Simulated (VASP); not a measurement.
# LiBPt (P4/mmm) in VASP: notebook, part 2 of 2

VASP 6.6.1. Earlier steps stand in the parts before.

## Step 5: Single point, PBE

This run uses another cell than the first one, of 14.10 Å³/atom.

Input file INCAR:

```
ALGO = Fast ; EDIFF = 1E-6
ENCUT = 520 ; GGA = PE
ISIF = 2 ; ISMEAR = 0
LASPH = True ; LCHARG = False
LREAL = False ; LWAVE = False
NBANDS = 15 ; NELM = 60
PREC = Accurate ; SIGMA = 0.1
```

Input file KPOINTS:

```
k-points
0
Gamma
  16 16 10
```

Input file POSCAR:

```
LiBPt
1.0
    3.0424689908      0.0000000000      0.0000000000
    0.0000000000      3.0424689908      0.0000000000
    0.0000000000      0.0000000000      4.5681273755
Li B Pt
1 1 1
Direct
    0.5000000000      0.5000000000      0.5000000000
    0.5000000000      0.5000000000      0.0000000000
    0.0000000000      0.0000000000      0.0000000000
```

Run with:

```sh
> cat potpaw_PBE.64/Li_sv/POTCAR potpaw_PBE.64/B/POTCAR potpaw_PBE.64/Pt/POTCAR > POTCAR
> mpirun -np 1 vasp_std > vasp.out
```

It took 77 s on 1 thread of Intel Xeon 6975P-C (Granite Rapids), shared host; peak memory 0.3 GiB.

Results (log left out):

* Free energy: -15.0938 eV
* Band gap on the k mesh: zero (bands 8 and 9 overlap by 1.62 eV)

Levels at points of the mesh, in eV from the Fermi level:
| k point | band 4 | band 5 | band 6 | band 7 | band 8 | band 9 | band 10 | band 11 | band 12 | band 13 |
| --- | --- | --- | --- | --- | --- | --- | --- | --- | --- | --- |
| (0.00, 0.00, 0.00) | -4.35 | -3.19 | -3.16 | -2.69 | -2.69 | 1.21 | 1.21 | 4.08 | 9.66 | 9.68 |
| (0.50, 0.00, 0.00) | -6.06 | -5.55 | -3.66 | -2.47 | -1.25 | 2.45 | 4.30 | 5.12 | 5.21 | 8.66 |
| (0.50, 0.50, 0.00) | -4.05 | -3.00 | -3.00 | -2.92 | -1.44 | -0.16 | 1.98 | 3.72 | 5.07 | 5.07 |
| (0.00, 0.00, 0.50) | -4.26 | -3.30 | -3.19 | -2.76 | -2.76 | 1.32 | 1.32 | 4.09 | 8.99 | 10.03 |
| (0.50, 0.00, 0.50) | -6.05 | -5.66 | -2.76 | -2.51 | -0.97 | -0.38 | 2.53 | 7.82 | 8.84 | 8.99 |
| (0.50, 0.50, 0.50) | -4.30 | -2.70 | -2.70 | -2.55 | -1.44 | 0.21 | 2.78 | 3.46 | 4.69 | 5.03 |

Caveat: the cutoff is under 1.25 times the usual one of these potentials, so pressure, stress and relaxed cells hold a basis-set (Pulay) error; spin-orbit coupling is left out, which moves the levels of the heavy elements.

## Step 6: Relaxation of cell and atoms, PBE

This run uses another cell than the first one, of 13.99 Å³/atom.

Input file INCAR:

```
ALGO = Fast
EDIFF = 1E-6
EDIFFG = -0.01
ENCUT = 600
GGA = PE
IBRION = 2
ISIF = 3
ISMEAR = 0
LASPH = T
LCHARG = F
LREAL = F
LWAVE = F
NELM = 80
NSW = 100
PREC = Accurate
SIGMA = 0.1
```

KPOINTS is that of step 5.

Input file POSCAR:

```
LiBPt
1.0
    3.0412801697      0.0000000000      0.0000000000
    0.0000000000      3.0412801697      0.0000000000
    0.0000000000      0.0000000000      4.5389262138
Li B Pt
1 1 1
Direct
    0.5000000000      0.5000000000      0.5000000000
    0.5000000000      0.5000000000      0.0000000000
    0.0000000000      0.0000000000      0.0000000000
```

Potentials or basis: VASP PAW PBE potentials, release 64 (Li_sv, B, Pt).

Run with:

```sh
> cat potpaw_PBE.64/Li_sv/POTCAR potpaw_PBE.64/B/POTCAR potpaw_PBE.64/Pt/POTCAR > POTCAR
> mpirun -np 1 vasp_std > vasp.out
```

It took 2.1 min on 1 thread of Intel Xeon 6975P-C (Granite Rapids), shared host; peak memory 0.33 GiB.

The run converged. Its results:

```
Free energy                           : -15.0937 eV
Relaxed volume                        : 14.09 Å³/atom
Relaxed cell                          : a = 3.042 Å, b = 3.042 Å, c = 4.569 Å, α = 90.00°, β = 90.00°, γ = 90.00°
Space group after relaxing (to 0.1 Å) : P4/mmm (No. 123)
Energy gained by relaxing             : 0.2 meV/atom
Ionic steps                           : 4
Pressure after relaxing               : 0.0 GPa
Band gap on the k mesh                : zero (bands 8 and 9 overlap by 1.62 eV)
```

Stress tensor (GPa, compression positive):
```
 0.09  0.00  0.00
 0.00  0.09  0.00
 0.00  0.00 -0.06
```

The path:
```
step  energy change (eV)  largest force (eV/Å)  pressure (GPa)  volume (Å³)
   1              0.0000                0.0000            0.34        41.98
   2             -0.0004                0.0000           -0.02        42.17
   3             -0.0004                0.0000           -0.22        42.24
   4             -0.0005                0.0000            0.04        42.27
```

Final structure:
```
Li B Pt
1.0
     3.04174    0.00000    0.00000
     0.00000    3.04174    0.00000
     0.00000    0.00000    4.56854
Li B Pt
1 1 1
Direct
  0.50000 0.50000 0.50000
  0.50000 0.50000 0.00000
  0.00000 0.00000 0.00000
```

Levels at points of the mesh, in eV from the Fermi level:
| k point | band 4 | band 5 | band 6 | band 7 | band 8 | band 9 | band 10 | band 11 | band 12 |
| --- | --- | --- | --- | --- | --- | --- | --- | --- | --- |
| (0.00, 0.00, 0.00) | -4.35 | -3.19 | -3.16 | -2.70 | -2.70 | 1.20 | 1.20 | 4.08 | 9.66 |
| (0.50, 0.00, 0.00) | -6.07 | -5.56 | -3.66 | -2.48 | -1.25 | 2.45 | 4.30 | 5.12 | 5.20 |
| (0.50, 0.50, 0.00) | -4.05 | -3.00 | -3.00 | -2.93 | -1.44 | -0.16 | 1.98 | 3.72 | 5.07 |
| (0.00, 0.00, 0.50) | -4.27 | -3.30 | -3.19 | -2.76 | -2.76 | 1.32 | 1.32 | 4.09 | 8.99 |
| (0.50, 0.00, 0.50) | -6.06 | -5.66 | -2.76 | -2.51 | -0.97 | -0.38 | 2.53 | 7.82 | 8.85 |
| (0.50, 0.50, 0.50) | -4.31 | -2.70 | -2.70 | -2.55 | -1.44 | 0.20 | 2.78 | 3.47 | 4.69 |

Caveat: the cutoff is under 1.25 times the usual one of these potentials, so pressure, stress and relaxed cells hold a basis-set (Pulay) error; spin-orbit coupling is left out, which moves the levels of the heavy elements.

## Step 7: The runs side by side

```csv
task,cell,k mesh,cutoff (eV),gap on the mesh (eV),pressure (GPa),relaxed volume (Å³/atom)
single point,"a = 2.813, b = 2.813, c = 3.951 Å, 3 atoms",6 × 6 × 4,520,none,-,-
single point,"a = 3.041, b = 3.041, c = 4.539 Å, 3 atoms",6 × 6 × 4,520,none,-,-
relaxation of cell and atoms,"relaxed from a = 2.813, b = 2.813, c = 3.951 Å, 3 atoms",6 × 6 × 4,600,none,0.0,14.03
single point,"a = 3.042, b = 3.042, c = 4.568 Å, 3 atoms",16 × 16 × 10,520,none,-,-
relaxation of cell and atoms,"relaxed from a = 3.041, b = 3.041, c = 4.539 Å, 3 atoms",16 × 16 × 10,600,none,0.0,14.09
```

Alike in all rows: level PBE; potentials or basis VASP PAW PBE potentials, release 64 (Li_sv, B, Pt); no spin polarisation; smearing gaussian 0.1 eV.

Caveats: some runs use coarse meshes; the cutoff is under 1.25 times the usual one of these potentials, so pressure, stress and relaxed cells hold a basis-set (Pulay) error; spin-orbit coupling is left out, which moves the levels of the heavy elements; the volume moved by over 15 % at a fixed basis, so the end points are rough (at least some runs).

Total energies depend on the potentials used, so only differences within one code and one set of settings carry meaning.
